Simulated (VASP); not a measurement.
# ZrH2 (Fm-3m) in VASP: a series of runs, part 2 of 2

VASP 6.6.1.

## 3. Single point, PBEsol

This run uses another cell than the first one, of 9.00 Å³/atom, 1.015 times its volume.

Contents of INCAR:

```
PREC     = Accurate       # precision mode
ENCUT    = 520            # plane-wave cutoff, eV
EDIFF    = 1E-6           # SCF threshold, eV
ISMEAR   = -1             # smearing method
SIGMA    = 0.05           # smearing width, eV
LREAL    = False          # projectors in reciprocal space
LASPH    = True           # aspherical terms in the spheres
NELM     = 60             # most SCF steps
ALGO     = Normal         # electronic algorithm
ISIF     = 2              # what is computed and relaxed
LWAVE    = False          # write WAVECAR
LCHARG   = False          # write CHGCAR
GGA      = PS             # functional
NBANDS   = 14             # bands
```

Contents of KPOINTS:

```
regular mesh
0
Gamma
  16 16 16
```

Contents of POSCAR:

```
ZrH2
1.0
    0.0000000000      2.3812994658      2.3812994658
    2.3812994658      0.0000000000      2.3812994658
    2.3812994658      2.3812994658      0.0000000000
Zr H
1 2
Direct
    0.0000000000      0.0000000000      0.0000000000
    0.2500000000      0.2500000000      0.2500000000
    0.7500000000      0.7500000000      0.7500000000
```

Potentials or basis: VASP PAW PBE potentials, release 64 (Zr_sv, H).

Launch:

```
$ cat potpaw_PBE.64/Zr_sv/POTCAR potpaw_PBE.64/H/POTCAR > POTCAR
$ mpirun -np 1 vasp_std > vasp.out
```

OUTCAR:

```text
PREC = Accurate
   ENCUT = 520
   EDIFF = 1E-6
   ISMEAR = -1
   LREAL = False
   LASPH = True
   NELM = 60
   ISIF = 2
   GGA = PS

 ion  position               nearest neighbor table
   1  0.000  0.000  0.000-   2 2.06   3 2.06   3 2.06   3 2.06   3 2.06   2 2.06   2 2.06   2 2.06

   2  0.250  0.250  0.250-   1 2.06   1 2.06   1 2.06   1 2.06
   3  0.750  0.750  0.750-   1 2.06   1 2.06   1 2.06   1 2.06

  LATTYP: Found a face centered cubic cell.
 ALAT       =     4.7625989316

  Lattice vectors:

 A1 = (   0.0000000000,   2.3812994658,   2.3812994658)
 A2 = (   2.3812994658,   0.0000000000,   2.3812994658)
 A3 = (   2.3812994658,   2.3812994658,   0.0000000000)

Analysis of symmetry for initial positions (statically):
=====================================================================
 Subroutine PRICEL returns:
 Original cell was already a primitive cell.

 Routine SETGRP: Setting up the symmetry group for a
 face centered cubic supercell.

 Subroutine GETGRP returns: Found 48 space group operations
 (whereof 48 operations were pure point group operations)
 out of a pool of 48 trial point group operations.

The static configuration has the point symmetry O_h .

Analysis of symmetry for dynamics (positions and initial velocities):
=====================================================================
 Subroutine PRICEL returns:
 Original cell was already a primitive cell.

 Routine SETGRP: Setting up the symmetry group for a
 face centered cubic supercell.

 Subroutine GETGRP returns: Found 48 space group operations
 (whereof 48 operations were pure point group operations)
 out of a pool of 48 trial point group operations.

The dynamic configuration has the point symmetry O_h .

 Subroutine INISYM returns: Found 48 space group operations
 (whereof 48 operations are pure point group operations),
 and found     1 'primitive' translations

----------------------------------------------------------------------------------------

                                     Primitive cell

  volume of cell :      27.0067
[... 117 lines left out ...]
   LHFCALC =     F    Hartree Fock is set to
   AEXX    =    0.0000 exact exchange contribution
   IVDW    =     0    specifies the selected vdW correction
   LEPSILON=     F    determine dielectric tensor
   LRPA    =     F    only Hartree local field effects (RPA)
 non-spin polarized calculation
  energy-cutoff  :      520.00
  volume of cell :       27.01
 maximum number of plane-waves:       745
 NGX is ok and might be reduce to    28
   NGX = 13   NGY = 13   NGZ = 13

 number of electron      14.0000000 magnetization

 Free energy of the ion-electron system (eV)
  ---------------------------------------------------
  ext. energy  EPLUGINS =         0.00000000
  ---------------------------------------------------
  free energy    TOTEN  =       -17.58728896 eV

  energy without entropy =      -17.57514604  energy(sigma->0) =      -17.58121750

 E-fermi :   8.6219     XC(G=0): -11.4271

 val. band max:        8.6183927093   @ k =   0.1250   0.1250   0.0000
 cond. band min:       8.6281530556   @ k =   0.1875   0.0000   0.0000
 fundamental gap:      0.0097603463
 Fermi energy:         8.6218549751

 k-point     1 :       0.0000    0.0000    0.0000
  band No.  band energies     occupation
      1     -40.4588      2.00000
      2     -18.2197      2.00000
      3     -18.2197      2.00000
      4     -18.2197      2.00000
      5      -1.1094      2.00000
      6       7.3466      2.00000
      7       8.2763      1.99801
      8       8.2763      1.99801
      9       8.2763      1.99801
     10      10.9737      0.00000
     11      10.9737      0.00000
     12      19.7103      0.00000
     13      21.0082      0.00000
     14      21.0082      0.00000
[... 377 lines left out ...]
      1     -40.4500      2.00000
      2     -18.2925      2.00000
      3     -18.2389      2.00000
      4     -18.2245      2.00000
      5      -0.8418      2.00000
      6       5.9377      2.00000
      7       8.4122      1.97025
      8       8.4277      1.95965
      9      10.0065      0.00000
     10      10.7164      0.00000
     11      10.9587      0.00000
     12      18.2399      0.00000
     13      21.2357      0.00000
     14      21.7337      0.00000

 [... further k-points ...]
[... 5 lines left out ...]
  --------------------------------------------------------------------------------------
  -------------------------------------------------------------------------------------
  Total        0.0122988      0.0122988      0.0122988      0.0000000     -0.0000000     -0.0000000
  in kB        0.7296295      0.7296295      0.7296295      0.0000000     -0.0000000     -0.0000000
  external PRESSURE =       0.7296295 kB  Pullay stress =       0.0000000 kB

 VOLUME and BASIS-vectors are now :
 -----------------------------------------------------------------------------
  energy-cutoff  :      520.00
  volume of cell :       27.01
      direct lattice vectors                 reciprocal lattice vectors
     0.000000000  2.381299466  2.381299466    -0.209969392  0.209969392  0.209969392
     2.381299466  0.000000000  2.381299466     0.209969392 -0.209969392  0.209969392
     2.381299466  2.381299466  0.000000000     0.209969392  0.209969392 -0.209969392

 POSITION                                       TOTAL-FORCE (eV/Angst)
 -----------------------------------------------------------------------------------
      0.00000      0.00000      0.00000         0.000000      0.000000      0.000000
      1.19065      1.19065      1.19065         0.000000      0.000000      0.000000
      3.57195      3.57195      3.57195        -0.000000     -0.000000     -0.000000
 -----------------------------------------------------------------------------------
    total drift:                               -0.000000     -0.000000      0.000000

  FREE ENERGIE OF THE ION-ELECTRON SYSTEM (eV)
  ---------------------------------------------------
  free  energy   TOTEN  =       -17.5872889640 eV

  energy  without entropy=      -17.5751460437  energy(sigma->0) =      -17.58121750
```

OSZICAR:

```text
N       E                     dE             d eps       ncg     rms          rms(c)
DAV:   1     0.891848403660E+02    0.89185E+02   -0.75922E+03  4060   0.991E+02
DAV:   2    -0.155346711498E+02   -0.10472E+03   -0.10085E+03  5080   0.270E+02
DAV:   3    -0.189121613049E+02   -0.33775E+01   -0.33486E+01  6042   0.412E+01
DAV:   4    -0.189605243406E+02   -0.48363E-01   -0.48353E-01  4620   0.465E+00
DAV:   5    -0.189615136618E+02   -0.98932E-03   -0.98931E-03  5872   0.438E-01    0.182E+01
DAV:   6    -0.177937106385E+02    0.11678E+01   -0.91780E-01  4348   0.929E+00    0.700E+00
DAV:   7    -0.175854566886E+02    0.20825E+00   -0.46489E-01  5052   0.566E+00    0.867E-01
DAV:   8    -0.175871255539E+02   -0.16689E-02   -0.41858E-02  5254   0.182E+00    0.544E-01
DAV:   9    -0.175874297453E+02   -0.30419E-03   -0.15887E-03  5144   0.393E-01    0.645E-02
DAV:  10    -0.175872879273E+02    0.14182E-03   -0.12629E-04  4630   0.104E-01    0.359E-02
DAV:  11    -0.175872891306E+02   -0.12033E-05   -0.15721E-05  4960   0.368E-02    0.214E-03
DAV:  12    -0.175872889640E+02    0.16653E-06   -0.56752E-07  3110   0.542E-03
   1 F= -.17587289E+02 E0= -.17581218E+02  d E =-.121429E-01
```

stdout:

```text
POSCAR found type information on POSCAR ZrH
 POSCAR found :  2 types and       3 ions
 scaLAPACK will be used
 -----------------------------------------------------------------------------
|                                                                             |
|                                                                             |
|     You enforced a specific xc type in the INCAR file but a different       |
|     I HOPE YOU KNOW WHAT YOU ARE DOING!                                     |
|                                                                             |
 -----------------------------------------------------------------------------

 LDA part: xc-table for (Slater+PW92), standard interpolation
 POSCAR, INCAR and KPOINTS ok, starting setup
 FFT: planning ... GRIDC
 FFT: planning ... GRID_SOFT
 FFT: planning ... GRID
 WAVECAR not read
 entering main loop
```

Wall time 40 s (1 thread of Intel Xeon Platinum 8488C (Sapphire Rapids), shared host); peak memory 0.19 GiB.

What came out:

| Quantity | Value |
| --- | --- |
| Free energy | -17.5873 eV |
| Pressure | 0.1 GPa |
| Band gap on the k mesh | zero (band 7 reaches 9.04 eV, above the bottom of band 8 at 8.28 eV) |

Levels at points of the mesh, in eV from the Fermi level:
```csv
k point,band 5,band 6,band 7,band 8,band 9,band 10
"(0.00, 0.00, 0.00)",-9.73,-1.28,-0.35,-0.35,-0.35,2.35
"(0.50, 0.00, 0.00)",-7.54,-4.41,-0.22,-0.22,3.78,3.78
"(0.50, 0.50, 0.00)",-6.67,-4.49,-3.48,3.96,4.03,4.03
```

Caveat: the PAW data sets were made with another functional, which shifts forces and pressure a little.

## 4. Single point, PBEsol

This run uses another cell than the first one, of 9.14 Å³/atom, 1.030 times its volume.

Contents of INCAR:

```
SYSTEM = ZrH2
ALGO     = Normal         ! electronic algorithm
EDIFF    = 1E-7           ! SCF threshold, eV
ENCUT    = 520            ! plane-wave cutoff, eV
GGA      = PS             ! functional
ISIF     = 2              ! what is computed and relaxed
ISMEAR   = -1             ! smearing method
LASPH    = .TRUE.         ! aspherical terms in the spheres
LCHARG   = .FALSE.        ! write CHGCAR
LREAL    = .FALSE.        ! projectors in reciprocal space
LWAVE    = .FALSE.        ! write WAVECAR
NBANDS   = 14             ! bands
NELM     = 100            ! most SCF steps
PREC     = Accurate       ! precision mode
SIGMA    = 0.05           ! smearing width, eV
```

Contents of KPOINTS:

```
k-points
0
G
  16 16 16
  0 0 0
```

Contents of POSCAR:

```
ZrH2
1.0
    0.0000000000      2.3931469218      2.3931469218
    2.3931469218      0.0000000000      2.3931469218
    2.3931469218      2.3931469218      0.0000000000
Zr H
1 2
Direct
    0.0000000000      0.0000000000      0.0000000000
    0.2500000000      0.2500000000      0.2500000000
    0.7500000000      0.7500000000      0.7500000000
```

Launch:

```
$ cat potpaw_PBE.64/Zr_sv/POTCAR potpaw_PBE.64/H/POTCAR > POTCAR
$ mpirun -np 1 vasp_std > vasp.out
```

It took 47 s on 1 thread of Intel Xeon Platinum 8488C (Sapphire Rapids), shared host; peak memory 0.2 GiB.

Results (log left out):

```yaml
Free_energy: -17.5854 eV
Pressure: -2.0 GPa
Band_gap_on_the_k_mesh: zero (band 7 reaches 8.88 eV, above the bottom of band 8 at 8.13 eV)
```

Levels at points of the mesh, in eV from the Fermi level:
| k point | band 3 | band 4 | band 5 | band 6 | band 7 | band 8 | band 9 | band 10 | band 11 | band 12 |
| --- | --- | --- | --- | --- | --- | --- | --- | --- | --- | --- |
| (0.00, 0.00, 0.00) | -26.89 | -26.89 | -9.67 | -1.27 | -0.34 | -0.34 | -0.34 | 2.31 | 2.31 | 10.99 |
| (0.50, 0.00, 0.00) | -26.98 | -26.98 | -7.47 | -4.42 | -0.22 | -0.22 | 3.70 | 3.70 | 4.67 | 6.59 |
| (0.50, 0.50, 0.00) | -27.12 | -27.12 | -6.60 | -4.51 | -3.43 | 3.88 | 3.94 | 3.94 | 6.73 | 6.73 |

Caveat: the PAW data sets were made with another functional, which shifts forces and pressure a little.

## 5. Summary

```csv
cell,gap on the mesh (eV),pressure (GPa)
"a = 3.351 Å, angles 60.0°, 3 atoms",none,2.3
"a = 3.368 Å, angles 60.0°, 3 atoms",none,0.1
"a = 3.384 Å, angles 60.0°, 3 atoms",none,-2.0
```

Alike in all rows: task single point; level PBEsol; potentials or basis VASP PAW PBE potentials, release 64 (Zr_sv, H); no spin polarisation; k mesh 16 × 16 × 16; cutoff (eV) 520; smearing fermi-dirac 0.05 eV.

Caveats: the PAW data sets were made with another functional, which shifts forces and pressure a little.

Total energies depend on the potentials used, so only differences within one code and one set of settings carry meaning.
